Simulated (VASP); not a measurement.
# H3W12C13: single point with PBE

System: H3W12C13, a slab with vacuum.

```xyz
28
Lattice="5.8108 0.0000 0.0000 -2.9054 5.0323 0.0000 0.0000 0.0000 19.1004" Properties=species:S:1:pos:R:3 pbc="T T T"
W     0.0000    0.0000    1.0000
W    -0.0003   -0.0071    3.8453
W     0.0281   -0.0105    6.7275
W    -1.4527    2.5162    1.0000
W    -1.4479    2.5029    3.8501
W    -1.4250    2.4581    6.7403
W     2.9054    0.0000    1.0000
W     2.9030   -0.0127    3.8630
W     2.9241   -0.0178    6.7659
W     1.4527    2.5162    1.0000
W     1.4571    2.5096    3.8266
W     1.4873    2.5501    6.6364
C     1.4527    0.8387    2.4201
C     1.4711    0.8244    5.2296
C     1.4432    0.9172    7.9978
C     0.0000    3.3549    2.4201
C     0.0019    3.3479    5.2416
C     0.0874    2.9978    8.2355
C     4.3581    0.8387    2.4201
C     4.3385    0.8143    5.2786
C     4.3337    0.8028    8.0253
C     2.9054    3.3549    2.4201
C     2.9135    3.3286    5.2013
C     2.9907    3.3825    7.8262
C     1.1910    2.1065    8.7347
H     4.4402    0.7950    9.1108
H     1.7923    2.4817    9.5748
H    -0.2610    3.4538    9.1494
```

```json
{"Program": "VASP 6.6.1", "Task": "single point", "Functional": "PBE", "Potentials or basis": "VASP PAW PBE potentials, release 64 (W_sv, C, H)", "Cutoff": "520 eV", "k mesh": "3 × 3 × 1", "Occupations": "gaussian, width 0.05 eV", "Spin": "no spin polarisation", "Dipole correction": "no", "Further INCAR settings": "LREAL = Auto; ALGO = Normal; EDIFF = 1e-06; NBANDS = 132"}
```

```json
{"Largest force": "1.230 eV/Å", "Band gap on the k mesh": "zero (an odd number of electrons rules out a gap without spin polarisation)"}
```

Forces in eV/Å, atoms in the order of the input:
```
W    0.004  0.007  0.856
W    0.001 -0.008 -0.010
W    0.032 -0.016 -0.014
W    0.013 -0.013  0.852
W    0.010 -0.005 -0.007
W    0.035 -0.036 -0.010
W   -0.002 -0.003  0.924
W    0.001 -0.012  0.001
W    0.006 -0.041 -0.048
W    0.003 -0.010  0.682
W   -0.002 -0.009 -0.011
W    0.011  0.014 -0.081
C    0.020 -0.152 -0.942
C    0.014 -0.015 -0.013
C    0.058 -0.137 -0.020
C   -0.048  0.005 -0.911
C   -0.001 -0.013 -0.006
C   -0.008 -0.255  0.291
C    0.016 -0.054 -0.878
C    0.002 -0.017 -0.001
C   -0.007 -0.048  0.018
C    0.141 -0.005 -0.922
C    0.027 -0.039  0.029
C   -0.033 -0.054  0.102
C    0.026 -0.058 -0.004
H    0.016 -0.068  0.013
H   -0.024 -0.148  0.057
H   -0.311  1.189  0.055
```

Levels at points of the mesh, in eV from the Fermi level:
```
           k point  band 109  band 110  band 111  band 112  band 113  band 114  band 115  band 116
(0.00, 0.00, 0.00)      0.16      0.57      0.66      0.68      0.70      1.07      1.10      1.60
```

It took 28 min on 1 thread of AMD EPYC 9R14 (Zen 4), on a shared host, peak memory 0.77 GiB.

Caveat: the k points lie up to 0.42 Å⁻¹ apart, too coarse for converged energies and pressures of a metal; spin-orbit coupling is left out, which moves the levels of the heavy elements.
